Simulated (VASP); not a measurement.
Input of a VASP 6.6.1 run:

The input INCAR:

```
SYSTEM = Pb
  PREC = Accurate
  ENCUT = 520
  EDIFF = 1E-6
  ISMEAR = 0
  SIGMA = 0.1
  LREAL = .False.
  LASPH = .True.
  NELM = 80
  ALGO = Normal
  ISIF = 2
  LWAVE = .False.
  LCHARG = .False.
  GGA = PS
  NBANDS = 13
```

The input KPOINTS:

```
Automatic mesh
0
Gamma
  14 14 14
  0 0 0
```

POSCAR

```
Pb
1.0
    0.0000000000      2.5152905094      2.5152905094
    2.5152905094      0.0000000000      2.5152905094
    2.5152905094      2.5152905094      0.0000000000
Pb
1
Direct
    0.0000000000      0.0000000000      0.0000000000
```

Potentials or basis: VASP PAW PBE potentials, release 64 (Pb_d).

Run with:

```console
$ cat potpaw_PBE.64/Pb_d/POTCAR > POTCAR
$ mpirun -np 1 vasp_std > vasp.out
```

Problem. Predict the pressure.

Solution. -2.4 GPa.

Problem. Predict the band gap on the k mesh.

Solution. Zero (band 7 reaches 13.61 eV, above the bottom of band 8 at 5.10 eV).

Caveat: the PAW data sets were made with another functional, which shifts forces and pressure a little; spin-orbit coupling is left out, which moves the levels of the heavy elements.
